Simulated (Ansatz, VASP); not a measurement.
## ZnS in VASP and in Ansatz

INCAR

```
ALGO = Normal ; EDIFF = 1E-6
ENCUT = 520 ; GGA = PS
ISIF = 2 ; ISMEAR = 0
LASPH = True ; LCHARG = False
LREAL = False ; LWAVE = False
NBANDS = 26 ; NELM = 100
PREC = Accurate ; SIGMA = 0.05
```

File KPOINTS:

```
k-points
0
Gamma
  9 9 6
```

POSCAR

```
ZnS
1.0
    3.8311821878      0.0000000000      0.0000000000
   -1.9155910939      3.3179011011      0.0000000000
    0.0000000000      0.0000000000      6.2903751065
Zn S
2 2
Direct
    0.3333333333      0.6666666667     -0.0066373471
    0.6666666667      0.3333333333      0.4933626529
    0.3333333333      0.6666666667      0.3795575521
    0.6666666667      0.3333333333      0.8795575521
```

Input for Ansatz:

```yaml
crystal:
  lattice:
    - [3.8311821878, 0.0, 0.0]
    - [-1.9155910939, 3.3179011011, 0.0]
    - [0.0, 0.0, 6.2903751065]
  atoms:
    - { symbol: Zn, position: [0.3333333333, 0.6666666667, -0.0066373471] }
    - { symbol: Zn, position: [0.6666666667, 0.3333333333, 0.4933626529] }
    - { symbol: S, position: [0.3333333333, 0.6666666667, 0.3795575521] }
    - { symbol: S, position: [0.6666666667, 0.3333333333, 0.8795575521] }
basis:
  ecutwfc: 520.0
kpoints:
  mp_grid: { grid: [9, 9, 6] }
hamiltonian:
  xc: pbesol
  pseudopotentials: { kind: paw }
scf:
  occupations: { method: gaussian, width: 0.05 }
output:
  forces: true
  stress: true
  eigenvalues: true
```

Alike in both runs: task single point; functional PBEsol; k mesh 9 × 9 × 6; occupations gaussian, width 0.05 eV; no spin polarisation.

|  | VASP | Ansatz |
| --- | --- | --- |
| version | VASP 6.6.1 | Ansatz 0.2.0 |
| potentials or method | VASP PAW PBE potentials, release 64 (Zn, S), cutoff 520 eV | scalar-relativistic, plane waves, PAW |
| valence electrons in the cell | 36 | 36 |

|  | VASP | Ansatz | Ansatz less VASP |
| --- | --- | --- | --- |
| gap on the k mesh at the Fermi level (eV) | 2.03 | 2.02 | -0.004 |
| least direct gap on the mesh (eV) | 2.03 | 2.02 | -0.004 |
| pressure (GPa) | -2.4 | -2.6 | -0.18 |
| traceless stress, the component that is largest in VASP (GPa) | -1.45 | -1.43 | +0.025 |
| rms of the force components (eV/Å) | 0.189 | 0.188 | -0.0015 |

VASP's potentials were made for PBE, not for PBEsol. Atom by atom the forces differ by 0.001 eV/Å (rms over components). With one functional, cell and mesh, what is left measures potentials, basis and numerics.
